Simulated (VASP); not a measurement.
SrNiF6, 8 atoms in the cell. The structure is trigonal, space group R-3m (No. 166). The conventional cell has a = 7.074 Å, b = 7.074 Å, c = 6.656 Å, α = 90.00°, β = 90.00°, γ = 120.00°. Sr (site symmetry -3m) has 12 F at 2.61 to 2.72 Å and 2 Ni at 3.33 Å within 3.4 Å. Within 2.4 Å of Ni (site symmetry -3m) lie 6 F at 1.80 Å. F (site symmetry m) has 1 Ni at 1.80 Å within 2.4 Å. 

* Program: VASP 6.6.1
* Task: single point
* Functional: LDA
* Potentials or basis: VASP PAW LDA potentials, release 64 (Sr_sv, Ni_sv_GW, F)
* Cutoff: 600 eV
* k mesh: 4 × 4 × 4
* Occupations: gaussian, width 0.05 eV
* Spin: collinear spin, ferromagnetic start
* Starting moments: [0.0, 4.0, 0.0, 0.0, 0.0, 0.0, 0.0, 0.0] μB
* Hubbard terms: Ni d U = 2.0 eV, J = 0.7 eV
* Dipole correction: no
* LDAUTYPE: 1
* Hund's J: 0.7
* Further INCAR settings: ALGO = Normal; EDIFF = 1e-06; NBANDS = 49

Potentials or basis: VASP PAW LDA potentials, release 64 (Sr_sv, Ni_sv_GW, F).

The run is started by

```sh
$ cat potpaw_LDA.64/Sr_sv/POTCAR potpaw_LDA.64/Ni_sv_GW/POTCAR potpaw_LDA.64/F/POTCAR > POTCAR
$ mpirun -np 1 vasp_std > vasp.out
```

Hardware: 1 thread of Intel(R) Xeon(R) Platinum 8488C (Sapphire Rapids) (shared host).

Question: Estimate the wall time of this run.

Answer: Wall time 2.2 min on 1 thread of Intel(R) Xeon(R) Platinum 8488C (Sapphire Rapids), on a shared host, peak memory 0.29 GiB. Counts: scf iterations 16, k points 13.
